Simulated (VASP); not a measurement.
A run of VASP 6.6.1 is set up as follows.

The input INCAR:

```
SYSTEM = WS2
PREC = Accurate
ENCUT = 520
EDIFF = 1E-6
ISMEAR = 0
SIGMA = 0.01
LREAL = Auto
LASPH = .TRUE.
NELM = 60
ALGO = Normal
ISIF = 2
LWAVE = .FALSE.
LCHARG = .FALSE.
GGA = PE
IVDW = 12
NBANDS = 238
```

Contents of KPOINTS:

```
regular mesh
0
G
  1 1 1
  0 0 0
```

Contents of POSCAR:

```
WS2
1.0
   12.6388667674      0.0000000000      0.0000000000
   -6.3194333837    -10.9455796956      0.0000000000
    0.0000000000      0.0000000000    -16.9394672175
W S
16 32
Direct
    0.9166666667      0.5833333333      0.0000000000
    0.1666666667      0.5833333333      0.0000000000
    0.9166666667      0.3333333333      0.0000000000
    0.4166666667      0.5833333333      0.0000000000
    0.1666666667      0.3333333333      0.0000000000
    0.9166666667      0.0833333333      0.0000000000
    0.6666666667      0.5833333333      0.0000000000
    0.4166666667      0.3333333333      0.0000000000
    0.1666666667      0.0833333333      0.0000000000
    0.9166666667      0.8333333333      0.0000000000
    0.6666666667      0.3333333333      0.0000000000
    0.4166666667      0.0833333333      0.0000000000
    0.1666666667      0.8333333333      0.0000000000
    0.6666666667      0.0833333333      0.0000000000
    0.4166666667      0.8333333333      0.0000000000
    0.6666666667      0.8333333333      0.0000000000
    0.0833333333      0.6666666667      0.0930373794
    0.3333333333      0.6666666667      0.0930373794
    0.0833333333      0.4166666667      0.0930373794
    0.5833333333      0.6666666667      0.0930373794
    0.3333333333      0.4166666667      0.0930373794
    0.0833333333      0.1666666667      0.0930373794
    0.8333333333      0.6666666667      0.0930373794
    0.5833333333      0.4166666667      0.0930373794
    0.3333333333      0.1666666667      0.0930373794
    0.0833333333      0.9166666667      0.0930373794
    0.8333333333      0.4166666667      0.0930373794
    0.5833333333      0.1666666667      0.0930373794
    0.3333333333      0.9166666667      0.0930373794
    0.8333333333      0.1666666667      0.0930373794
    0.5833333333      0.9166666667      0.0930373794
    0.8333333333      0.9166666667      0.0930373794
    0.0833333333      0.6666666667      0.9069626206
    0.3333333333      0.6666666667      0.9069626206
    0.0833333333      0.4166666667      0.9069626206
    0.5833333333      0.6666666667      0.9069626206
    0.3333333333      0.4166666667      0.9069626206
    0.0833333333      0.1666666667      0.9069626206
    0.8333333333      0.6666666667      0.9069626206
    0.5833333333      0.4166666667      0.9069626206
    0.3333333333      0.1666666667      0.9069626206
    0.0833333333      0.9166666667      0.9069626206
    0.8333333333      0.4166666667      0.9069626206
    0.5833333333      0.1666666667      0.9069626206
    0.3333333333      0.9166666667      0.9069626206
    0.8333333333      0.1666666667      0.9069626206
    0.5833333333      0.9166666667      0.9069626206
    0.8333333333      0.9166666667      0.9069626206
```

Potentials or basis: VASP PAW PBE potentials, release 64 (W_sv, S).

The run is started by

```bash
$ cat potpaw_PBE.64/W_sv/POTCAR potpaw_PBE.64/S/POTCAR > POTCAR
$ mpirun -np 1 vasp_gam > vasp.out
```

(1) Predict the largest force.

(2) Estimate the dispersion energy per atom.

(3) Predict the band gap on the k mesh.

## Answers

(1) 0.064 eV/Å.

(2) -0.311 eV.

(3) 2.42 eV.

Caveat: the k points lie up to 0.57 Å⁻¹ apart; spin-orbit coupling is left out, which moves the levels of the heavy elements.
